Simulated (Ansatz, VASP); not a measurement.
**AlN in VASP and in Ansatz**

File POSCAR:

```
AlN
1.0
    0.0000000000      2.1984575146      2.1984575146
    2.1984575146      0.0000000000      2.1984575146
    2.1984575146      2.1984575146      0.0000000000
Al N
1 1
Direct
    0.0000000000      0.0000000000      0.0000000000
    0.2500000000      0.2500000000      0.2500000000
```

File INCAR.step1:

```
SYSTEM = AlN
ALGO = Normal
EDIFF = 1E-4
ENCUT = 520
GGA = PE
ISMEAR = -1
LASPH = .True.
LCHARG = .False.
LREAL = .False.
LWAVE = .True.
NBANDS = 11
NELM = 100
PREC = Accurate
SIGMA = 0.05
```

File INCAR.step2:

```
SYSTEM = AlN
ALGO = Normal
EDIFF = 1E-6
ENCUT = 520
ISIF = 2
ISMEAR = -1
ISTART = 1
LASPH = .True.
LCHARG = .False.
LMIXTAU = .True.
LREAL = .False.
LWAVE = .False.
METAGGA = R2SCAN
NBANDS = 11
NELM = 100
PREC = Accurate
SIGMA = 0.05
```

KPOINTS

```
k-points
0
Gamma
  10 10 10
  0 0 0
```

input.yaml

```yaml
crystal:
  lattice:
    - [0.0, 2.1984575146, 2.1984575146]
    - [2.1984575146, 0.0, 2.1984575146]
    - [2.1984575146, 2.1984575146, 0.0]
  atoms:
    - { symbol: Al, position: [0.0, 0.0, 0.0] }
    - { symbol: "N", position: [0.25, 0.25, 0.25] }
hamiltonian:
  xc: r2scan
  pseudopotentials: { kind: paw }
kpoints:
  mp_grid: { grid: [10, 10, 10] }
scf:
  occupations: { method: fermi_dirac, width: 0.05 }
output:
  forces: true
  stress: true
  eigenvalues: true
  write_density: true
  write_potential: true
  elf: true
  volumetric_format: npy
```

Alike in both runs: task single point; functional r2SCAN; k mesh 10 × 10 × 10; occupations fermi-dirac, width 0.05 eV; no spin polarisation.

|  | VASP | Ansatz |
| --- | --- | --- |
| version | VASP 6.6.1 | Ansatz 0.2.0 |
| potentials or method | VASP PAW PBE potentials, release 64 (Al, N) | Ansatz PAW |
| plane-wave cutoff (eV) | 520 | 500 |
| valence electrons in the cell | 8 | 8 |

```tsv
	VASP	Ansatz	Ansatz less VASP
gap on the k mesh at the Fermi level (eV)	3.92	3.93	+0.007
least direct gap on the mesh (eV)	4.71	4.67	-0.038
pressure (GPa)	-4.2	-3.8	+0.40
```

VASP's potentials were made for PBE, not for r2SCAN. The functional is the same, so the differences come from potentials, cutoffs and numerics.
